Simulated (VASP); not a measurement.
Here is a VASP 6.6.1 calculation.

Contents of INCAR:

```
SYSTEM = ZnS
PREC     = Accurate       ! precision mode
ENCUT    = 520            ! plane-wave cutoff, eV
EDIFF    = 1E-7           ! SCF threshold, eV
ISMEAR   = 0              ! smearing method
SIGMA    = 0.01           ! smearing width, eV
LREAL    = .False.        ! projectors in reciprocal space
LASPH    = .True.         ! aspherical terms in the spheres
NELM     = 60             ! most SCF steps
ALGO     = Normal         ! electronic algorithm
ISIF     = 2              ! what is computed and relaxed
LWAVE    = .False.        ! write WAVECAR
LCHARG   = .False.        ! write CHGCAR
GGA      = CA             ! functional
NBANDS   = 26             ! bands
```

The input KPOINTS:

```
regular mesh
0
Gamma
  6 6 4
  0 0 0
```

Contents of POSCAR:

```
ZnS
1.0
    3.7756147610      0.0000000000      0.0000000000
   -1.8878073805      3.2697782980      0.0000000000
    0.0000000000      0.0000000000      6.1061396670
Zn S
2 2
Direct
    0.3333333333      0.6666666667      0.0055913299
    0.6666666667      0.3333333333      0.5055913299
    0.3333333333      0.6666666667      0.3794086701
    0.6666666667      0.3333333333      0.8794086701
```

Potentials or basis: VASP PAW LDA potentials, release 64 (Zn, S).

Command:

```sh
$ cat potpaw_LDA.64/Zn/POTCAR potpaw_LDA.64/S/POTCAR > POTCAR
$ mpirun -np 1 vasp_std > vasp.out
```

Q: Predict the largest force.

A: 0.125 eV/Å.

Q: What does it give for the pressure?

A: -0.8 GPa.

Forces in eV/Å, atoms in the order of the input:
```
Zn   0.000  0.000 -0.125
Zn   0.000  0.000 -0.125
S    0.000  0.000  0.125
S    0.000  0.000  0.125
```

Caveat: the cell differs from its parent crystal (in-plane strain +0.01).
